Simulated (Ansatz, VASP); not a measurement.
## Two plane-wave programs on TaSi2

INCAR

```
ALGO = Normal
EDIFF = 1E-6
ENCUT = 520
GGA = PE
ISIF = 2
ISMEAR = 0
LASPH = T
LCHARG = F
LREAL = F
LWAVE = F
NBANDS = 28
NELM = 60
PREC = Accurate
SIGMA = 0.2
```

Contents of KPOINTS:

```
k-points
0
Gamma
  12 12 2
```

Contents of POSCAR:

```
TaSi2
1.0
    2.9514285072      0.0000000000      0.0000000000
   -1.4757142536      2.5560120647      0.0000000000
    0.0000000000      0.0000000000     12.3359712729
Ta Si
2 4
Direct
    0.0000000000      0.0000000000      0.0000000000
    0.0000000000      0.0000000000      0.5000000000
    0.3333333333      0.6666666667      0.1702671930
    0.3333333333      0.6666666667      0.6702671930
    0.6666666667      0.3333333333      0.3297328070
    0.6666666667      0.3333333333      0.8297328070
```

Input for Ansatz:

```yaml
crystal:
  lattice:
    - [2.9514285065, 0.0, 0.0]
    - [-1.4757142532, 2.5560120641, 0.0]
    - [0.0, 0.0, 12.3359712765]
  atoms:
    - { symbol: Ta, position: [0.0, 1.0, 0.0] }
    - { symbol: Ta, position: [0.0, 0.0, 0.5] }
    - { symbol: Si, position: [0.3333333333, 0.6666666667, 0.170267193] }
    - { symbol: Si, position: [0.3333333333, 0.6666666667, 0.670267193] }
    - { symbol: Si, position: [0.6666666667, 0.3333333333, 0.329732807] }
    - { symbol: Si, position: [0.6666666667, 0.3333333333, 0.829732807] }
basis:
  ecutwfc: 420
kpoints:
  mp_grid: { grid: [12, 12, 2] }
hamiltonian:
  xc: pbe
scf:
  occupations: { method: gaussian, width: 0.2 }
  lower_state_search: "off"
output:
  forces: true
  stress: true
  eigenvalues: true
```

Alike in both runs: task single point; functional PBE; k mesh 12 × 12 × 2; occupations gaussian, width 0.2 eV; no spin polarisation.

|  | VASP | Ansatz |
| --- | --- | --- |
| version | VASP 6.6.1 | Ansatz 0.2.0 |
| potentials or method | VASP PAW PBE potentials, release 64 (Ta_pv, Si), cutoff 520 eV | scalar-relativistic, plane waves, PAW |
| valence electrons in the cell | 38 | 42 |

VASP gave:

| Property | Result |
| --- | --- |
| gap on the k mesh at the Fermi level (eV) | none |
| pressure (GPa) | 0.1 |
| traceless stress, the component that is largest in VASP (GPa) | -0.17 |
| rms of the force components (eV/Å) | 0.013 |

What did Ansatz give for the same quantities?

gap on the k mesh at the Fermi level (eV): none; pressure (GPa): 0.0; traceless stress, the component that is largest in VASP (GPa): -0.16; rms of the force components (eV/Å): 0.019.

Atom by atom the forces differ by 0.006 eV/Å (rms over components). A gap of «none» marks a metal or a gap that the smearing closes. The functional is the same, so the differences come from potentials, cutoffs and numerics. VASP's potentials hold 38 valence electrons a cell and Ansatz's 42, so a difference there can come from the potentials and not from the codes.

Spin-orbit coupling is off throughout.
